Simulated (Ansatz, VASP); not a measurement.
MgPb2N2: VASP beside Ansatz

```
Mg Pb N
1.0
     3.19175    0.00000    0.00000
    -1.59588    2.76414    0.00000
     0.00000    0.00000   10.42852
Mg Pb N
1 2 2
Direct
  0.00000 0.00000 0.00000
  0.66667 0.33333 0.28655
  0.33333 0.66667 0.71345
  0.66667 0.33333 0.86182
  0.33333 0.66667 0.13818
```

Alike in both runs: task single point; functional PBEsol; k mesh 12 × 12 × 4; occupations gaussian, width 0.05 eV; no spin polarisation.

```csv
,VASP,Ansatz
version,VASP 6.6.1,Ansatz 0.2.0
potentials or method,"VASP PAW PBE potentials, release 64 (Mg, Pb_d, N), cutoff 520 eV","scalar-relativistic, plane waves, PAW"
valence electrons in the cell,40,48
```

```tsv
	VASP	Ansatz	Ansatz less VASP
gap on the k mesh at the Fermi level (eV)	0.04	0.05	+0.007
least direct gap on the mesh (eV)	0.74	0.74	+0.003
pressure (GPa)	-1.9	-1.8	+0.13
traceless stress, the component that is largest in VASP (GPa)	-17.89	-17.90	-0.009
rms of the force components (eV/Å)	0.810	0.817	+0.0075
```

VASP's potentials were made for PBE, not for PBEsol. Atom by atom the forces differ by 0.012 eV/Å (rms over components). The functional is the same, so the differences come from potentials, cutoffs and numerics. VASP's potentials hold 40 valence electrons a cell and Ansatz's 48, so a difference there can come from the potentials and not from the codes.

Spin-orbit coupling is off throughout.
